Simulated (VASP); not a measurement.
Write the native input for VASP 6.6.1 that does the following.

* Task: relaxation of cell and atoms
* Functional: PBEsol
* Potentials or basis: VASP PAW PBE potentials, release 64 (In_d, Sb)
* Cutoff: 600 eV
* k mesh: 8 × 8 × 8
* Occupations: fermi-dirac, width 0.1 eV
* Spin: no spin polarisation
* Dipole correction: no
* Further INCAR settings: ALGO = Normal; EDIFF = 1e-07; IBRION = 2; EDIFFG = -0.002; NSW = 100; ISIF = 3

The structure of InSb lies in POSCAR:

```
InSb
1.0
    0.0000000000      3.2391000000      3.2391000000
    3.2391000000      0.0000000000      3.2391000000
    3.2391000000      3.2391000000      0.0000000000
In Sb
1 1
Direct
    0.0000000000      0.0000000000      0.0000000000
    0.7500000000      0.7500000000      0.7500000000
```

One way to write it, as run:

INCAR

```
SYSTEM = InSb
  PREC = Accurate
  ENCUT = 600
  EDIFF = 1E-7
  ISMEAR = -1
  SIGMA = 0.1
  LREAL = .FALSE.
  LASPH = .TRUE.
  NELM = 60
  ALGO = Normal
  ISIF = 3
  LWAVE = .FALSE.
  LCHARG = .FALSE.
  GGA = PS
  IBRION = 2
  NSW = 100
  EDIFFG = -0.002
```

KPOINTS

```
regular mesh
0
G
  8 8 8
  0 0 0
```

Potentials or basis: VASP PAW PBE potentials, release 64 (In_d, Sb).

Launch:

```bash
$ cat potpaw_PBE.64/In_d/POTCAR potpaw_PBE.64/Sb/POTCAR > POTCAR
$ mpirun -np 1 vasp_std > vasp.out
```

It gave:

```yaml
Relaxed_volume: 34.67 Å³/atom
Relaxed_cell: a = 4.611 Å, b = 4.611 Å, c = 4.611 Å, α = 60.00°, β = 60.00°, γ = 60.00°
Space_group_after_relaxing_to_0.1_Å: F-43m (No. 216)
Energy_gained_by_relaxing: 1.9 meV/atom
Ionic_steps: 3
Pressure_after_relaxing: 0.0 GPa
Band_gap_on_the_k_mesh: zero (filled and empty bands touch)
```

Caveat: semilocal functionals underestimate gaps, so a narrow gap can read as zero; the PAW data sets were made with another functional, which shifts forces and pressure a little; spin-orbit coupling is left out, which moves the levels of the heavy elements.

Wall time 3.1 min on 1 thread of AMD EPYC 7R13 (shared host), peak memory 0.23 GiB.
